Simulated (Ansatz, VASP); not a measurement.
## SiC: VASP beside Ansatz

```xyz
2
Lattice="2.8653 0.0000 0.0000 -1.4327 2.4814 0.0000 0.0000 0.0000 2.5587" Properties=species:S:1:pos:R:3 pbc="T T T"
Si    0.0000    0.0000    0.0000
C     1.4327    0.8271    1.2793
```

Change from the starting cell: species swapped into the WC type (P-6m2, No. 187).

Alike in both runs: task single point; functional PBE; k mesh 6 × 6 × 6; occupations gaussian, width 0.1 eV; collinear spin.

|  | VASP | Ansatz |
| --- | --- | --- |
| version | VASP 6.6.1 | Ansatz 0.2.0 |
| potentials or method | VASP PAW PBE potentials, release 64 (Si, C), cutoff 520 eV | scalar-relativistic, plane waves, PAW |
| valence electrons in the cell | 8 | 8 |

VASP gave:

| Item | Value |
| --- | --- |
| gap on the k mesh at the Fermi level (eV) | none |
| pressure (GPa) | -0.1 |
| net moment per atom (μB) | 0.00 |

What did Ansatz give for the same quantities?

gap on the k mesh at the Fermi level (eV): none; pressure (GPa): -0.2; net moment per atom (μB): 0.00.

A gap of «none» marks a metal or a gap that the smearing closes. With one functional, cell and mesh, what is left measures potentials, basis and numerics. Ansatz's warnings: seeded moment not kept.

The k mesh is coarse, so the values compare programs but aren't converged.
